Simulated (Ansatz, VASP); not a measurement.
# One calculation of TaF3, two programs

```xyz
4
Lattice="4.1365 0.0000 0.0000 0.0000 4.1365 0.0000 0.0000 0.0000 4.1365" Properties=species:S:1:pos:R:3 pbc="T T T"
Ta    0.0000    0.0000    0.0000
F     2.0683    0.0000    0.0000
F     0.0000    2.0683    0.0000
F     0.0000    0.0000    2.0683
```

Alike in both runs: functional PBE; k mesh 5 × 5 × 5; no spin polarisation; Hubbard terms Ta d U = 2.0 eV.

Ansatz relaxed the structure, and its values are those at the end. VASP's run is a single point on that final structure, the one shown.

```csv
,VASP,Ansatz
version,VASP 6.6.1,Ansatz 0.2.0
potentials or method,"VASP PAW PBE potentials, release 64 (Ta_sv_GW, F), cutoff 600 eV",PAW plane waves
occupations,"fermi-dirac, width 0.1 eV",fermi-dirac
valence electrons in the cell,34,34
```

Ansatz gave:

```
gap on the k mesh at the Fermi level (eV) : none
pressure (GPa)                            : 0.0
```

What did VASP give for the same quantities?

gap on the k mesh at the Fermi level (eV): none; pressure (GPa): 0.6.

The programs project onto different local orbitals, so the same U acts differently, and such runs can settle in different states. A gap of «none» marks a metal or a gap that the smearing closes. Ansatz's warnings: filled band counts differ across k points.

Spin-orbit coupling is off throughout.
